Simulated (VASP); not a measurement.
Set up this calculation in VASP 6.6.1, as the native input.

| Quantity | Value |
| --- | --- |
| Task | relaxation of cell and atoms |
| Functional | revPBE |
| Potentials or basis | VASP PAW PBE potentials, release 64 (Te, Sn_d) |
| Cutoff | 600 eV |
| k mesh | 7 × 7 × 7 |
| Occupations | fermi-dirac, width 0.05 eV |
| Spin | no spin polarisation |
| Dipole correction | no |
| Further INCAR settings | ALGO = Normal; EDIFF = 1e-06; IBRION = 2; EDIFFG = -0.01; NSW = 60; ISIF = 3 |

The structure of SnTe lies in POSCAR:

```
SnTe
1.0
    0.0000000000      3.6111460000      3.6111460000
    3.6111460000      0.0000000000      3.6111460000
    3.6111460000      3.6111460000      0.0000000000
Te Sn
1 1
Direct
    0.2500000000      0.2500000000      0.2500000000
    0.0000000000      0.0000000000      0.0000000000
```

These files were run (other wordings do the same):

INCAR

```
PREC     = Accurate       # precision mode
ENCUT    = 600            # plane-wave cutoff, eV
EDIFF    = 1E-6           # SCF threshold, eV
ISMEAR   = -1             # smearing method
SIGMA    = 0.05           # smearing width, eV
LREAL    = F              # projectors in reciprocal space
LASPH    = T              # aspherical terms in the spheres
NELM     = 100            # most SCF steps
ALGO     = Normal         # electronic algorithm
ISIF     = 3              # what is computed and relaxed
LWAVE    = F              # write WAVECAR
LCHARG   = F              # write CHGCAR
GGA      = RE             # functional
IBRION   = 2              # ionic algorithm
NSW      = 60             # ionic steps
EDIFFG   = -0.01          # ionic threshold
```

KPOINTS

```
regular mesh
0
Gamma
  7 7 7
```

Potentials or basis: VASP PAW PBE potentials, release 64 (Te, Sn_d).

Command:

```console
$ cat potpaw_PBE.64/Te/POTCAR potpaw_PBE.64/Sn_d/POTCAR > POTCAR
$ mpirun -np 1 vasp_std > vasp.out
```

Results of the run:

| Quantity | Value |
| --- | --- |
| Relaxed volume | 48.49 Å³/atom |
| Relaxed cell | a = 5.157 Å, b = 5.157 Å, c = 5.157 Å, α = 60.00°, β = 60.00°, γ = 60.00° |
| Space group after relaxing (to 0.05 Å) | F-43m (No. 216) |
| Energy gained by relaxing | 2.8 meV/atom |
| Ionic steps | 2 |
| Pressure after relaxing | 0.0 GPa |
| Band gap on the k mesh | 0.46 eV, indirect (least direct gap 0.91 eV) |

Caveat: the PAW data sets were made with another functional, which shifts forces and pressure a little; spin-orbit coupling is left out, which moves the levels of the heavy elements.

It took 71 s on 1 thread of Intel(R) Xeon(R) Platinum 8488C (Sapphire Rapids), with other jobs on the host, peak memory 0.28 GiB.
